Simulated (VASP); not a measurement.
Here is a VASP 6.6.1 calculation.

The input INCAR:

```
SYSTEM = NbCu
  PREC = Accurate
  ENCUT = 600
  EDIFF = 1E-6
  ISMEAR = -1
  SIGMA = 0.05
  LREAL = .False.
  LASPH = .True.
  NELM = 100
  ALGO = Normal
  ISIF = 3
  LWAVE = .False.
  LCHARG = .False.
  GGA = RP
  IBRION = 2
  NSW = 60
  EDIFFG = -0.01
```

Contents of KPOINTS:

```
Automatic mesh
0
Gamma
  9 9 9
  0 0 0
```

The input POSCAR:

```
NbCu
1.0
    0.0000000000      2.5622100000      2.5622100000
    2.5622100000      0.0000000000      2.5622100000
    2.5622100000      2.5622100000      0.0000000000
Nb Cu
1 1
Direct
    0.0000000000      0.0000000000      0.0000000000
    0.5000000000      0.5000000000      0.5000000000
```

Potentials or basis: VASP PAW PBE potentials, release 64 (Nb_sv, Cu).

Command:

```console
$ cat potpaw_PBE.64/Nb_sv/POTCAR potpaw_PBE.64/Cu/POTCAR > POTCAR
$ mpirun -np 1 vasp_std > vasp.out
```

(1) Estimate the band gap on the k mesh.

(2) Predict the space group after relaxing (to 0.1 Å).

Results:

(1) zero (bands 12 and 13 overlap by 1.78 eV).

(2) Fm-3m (No. 225).
